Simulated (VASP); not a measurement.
Crystal: CdTe4.

```
CELL_PARAMETERS angstrom
4.70306 0.00000 0.00000
0.00000 4.70306 0.00000
0.00000 0.00000 7.41621
ATOMIC_POSITIONS crystal
Cd 0.00000 0.00000 0.00000
Te 0.00000 0.50000 0.69460
Te 0.50000 0.00000 0.69460
Te 0.00000 0.50000 0.30540
Te 0.50000 0.00000 0.30540
```

The cell was generated, and may not be a known phase.

| Property | Result |
| --- | --- |
| Program | VASP 6.6.1 |
| Task | relaxation of cell and atoms |
| Functional | PBE |
| Potentials or basis | VASP PAW PBE potentials, release 64 (Cd, Te) |
| Cutoff | 600 eV |
| k mesh | 4 × 4 × 4 |
| Occupations | gaussian, width 0.1 eV |
| Spin | no spin polarisation |

At the start: pressure 0.9 GPa; volume 32.81 Å³/atom.

**Question.** How do energy, volume and symmetry change on relaxing?

**Answer.** Over 19 steps the energy falls by 149.0 meV/atom and the volume is 34.85 Å³/atom (+6.2 %); space group P4/mmm (No. 123, to 0.1 Å) before and after.

The path:
```tsv
step	energy change (eV)	largest force (eV/Å)	pressure (GPa)	volume (Å³)
1	0.0000	0.6966	0.90	164.04
2	-0.3196	0.5072	-1.21	168.30
3	-0.4621	0.3330	-2.46	176.53
4	-0.3515	0.3068	-1.49	190.37
5	-0.5442	0.2623	-2.58	181.81
6	-0.5512	0.1879	1.17	170.60
7	-0.6122	0.2219	-0.86	175.87
8	-0.6734	0.1948	-0.30	171.44
9	-0.6964	0.1601	0.33	167.47
10	-0.6973	0.1532	0.50	166.49
11	-0.7057	0.1563	-0.18	168.57
12	-0.7058	0.1566	-0.24	168.74
13	-0.7146	0.1269	-0.15	168.69
14	-0.7292	0.0289	0.16	168.54
15	-0.7295	0.0019	0.24	168.51
16	-0.7380	0.0113	-0.03	171.00
17	-0.7425	0.0322	-0.38	174.56
18	-0.7446	0.0244	0.08	174.12
19	-0.7449	0.0261	-0.05	174.24
```

Final structure:
```xyz
5
Lattice="4.4577 0.0000 0.0000 0.0000 4.4577 0.0000 0.0000 0.0000 8.7685" Properties=species:S:1:pos:R:3 pbc="T T T"
Cd    0.0000    0.0000    0.0000
Te    0.0000    2.2289    6.4583
Te    2.2289    0.0000    6.4583
Te    0.0000    2.2289    2.3102
Te    2.2289    0.0000    2.3102
```

Caveat: a cell axis changed by over 15 % at a fixed basis, so the end point is rough.
